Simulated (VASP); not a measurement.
A run of VASP 6.6.1 is set up as follows.

File INCAR:

```
ALGO     = Normal         # electronic algorithm
EDIFF    = 1E-6           # SCF threshold, eV
ENCUT    = 520            # plane-wave cutoff, eV
ISIF     = 2              # what is computed and relaxed
ISMEAR   = 0              # smearing method
LASPH    = True           # aspherical terms in the spheres
LCHARG   = True           # write CHGCAR
LELF     = True           # ELF
LREAL    = False          # projectors in reciprocal space
LVHAR    = True         
LWAVE    = False          # write WAVECAR
NBANDS   = 35             # bands
NELM     = 80             # most SCF steps
PREC     = Accurate       # precision mode
SIGMA    = 0.05           # smearing width, eV
```

File KPOINTS:

```
k-points
0
Gamma
  6 6 8
```

File POSCAR:

```
SnO2
1.0
    4.7207174017      0.0000000000      0.0000000000
    0.0000000000      4.7207174017      0.0000000000
    0.0000000000      0.0000000000      3.1887553105
Sn O
2 4
Direct
    0.0000000000      0.0000000000      0.0000000000
    0.5000000000      0.5000000000      0.5000000000
    0.2523626180      0.3598504812      0.0000000000
    0.2476373820      0.8598504812      0.5000000000
    0.7476373820      0.6401495188      0.0000000000
    0.7523626180      0.1401495188      0.5000000000
```

Potentials or basis: VASP PAW LDA potentials, release 64 (Sn_d, O).

The run is started by

```sh
$ cat potpaw_LDA.64/Sn_d/POTCAR potpaw_LDA.64/O/POTCAR > POTCAR
$ mpirun -np 1 vasp_std > vasp.out
```

**Question.** Predict the largest force.

**Answer.** 0.674 eV/Å.

**Question.** Predict the pressure.

**Answer.** -4.4 GPa.

**Question.** Predict the band gap on the k mesh.

**Answer.** 1.39 eV (least direct gap 1.51 eV).

Forces on the atoms (eV/Å):
```
Sn   0.000  0.000  0.000
Sn   0.000  0.000  0.000
O    0.644 -0.200  0.000
O   -0.644 -0.200  0.000
O   -0.644  0.200  0.000
O    0.644  0.200  0.000
```

Caveat: the cell differs from its parent crystal (atoms displaced along a vibrational mode); the cell stands under tension; spin-orbit coupling is left out, which moves the levels of the heavy elements. A k mesh can miss the band edges.
